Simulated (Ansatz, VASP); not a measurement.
## Te in VASP and in Ansatz

File INCAR:

```
PREC = Accurate
ENCUT = 520
EDIFF = 1E-8
ISMEAR = -1
SIGMA = 0.05
LREAL = F
LASPH = T
NELM = 100
ALGO = Normal
ISIF = 2
LWAVE = F
LCHARG = F
GGA = CA
LEFG = T
NBANDS = 16
```

Contents of KPOINTS:

```
regular mesh
0
Gamma
  8 8 8
```

POSCAR

```
Te
1.0
    4.2341000000     -2.3712000000      0.0000000000
    4.2341000000      2.3712000000      0.0000000000
   -0.1304500000      0.0000000000      3.8782030000
Te
3
Direct
    0.6760000000      0.6760000000      0.6750000000
    0.3240000000      0.3240000000      0.3250000000
    0.0000000000      0.0000000000      0.0000000000
```

Input for Ansatz:

```yaml
crystal:
  lattice:
    - [4.2341, -2.3712, 0.0]
    - [4.2341, 2.3712, 0.0]
    - [-0.13045, 0.0, 3.878203]
  atoms:
    - { symbol: Te, position: [0.676, 0.676, 0.675] }
    - { symbol: Te, position: [0.324, 0.324, 0.325] }
    - { symbol: Te, position: [0.0, 0.0, 0.0] }
kpoints:
  mp_grid: { grid: [8, 8, 8] }
scf:
  occupations: { method: fermi_dirac, width: 0.05 }
hamiltonian:
  xc: lda
  pseudopotentials: { kind: all_electron, datasets: crystal }
output:
  forces: true
  stress: true
  eigenvalues: true
  efg: { contact_densities: true }
```

Change from the starting cell: zz strain of -2 %, crystal datasets.

Alike in both runs: task electric field gradients; functional LDA; k mesh 8 × 8 × 8; occupations fermi-dirac, width 0.05 eV; no spin polarisation.

|  | VASP | Ansatz |
| --- | --- | --- |
| version | VASP 6.6.1 | Ansatz 0.2.0 |
| potentials or method | VASP PAW LDA potentials, release 64 (Te), cutoff 520 eV | all-electron PAW with datasets made for the crystal, scalar-relativistic |

|  | VASP | Ansatz | Ansatz less VASP |
| --- | --- | --- | --- |
| pressure (GPa) | 6.1 | 6.0 | -0.11 |
| traceless stress, the component that is largest in VASP (GPa) | 1.24 | 1.34 | +0.097 |
| rms of the force components (eV/Å) | 0.234 | 0.229 | -0.0056 |
| size of Vzz on the site where it differs most (V/Å²) | 316.1 | 328.6 | +12.53 |

LDA's correlation is that of Perdew and Zunger in VASP and of Perdew and Wang (1992) in Ansatz. Atom by atom the forces differ by 0.006 eV/Å (rms over components). Ansatz ran all-electron here, and VASP with PAW potentials.

Spin-orbit coupling is off throughout.
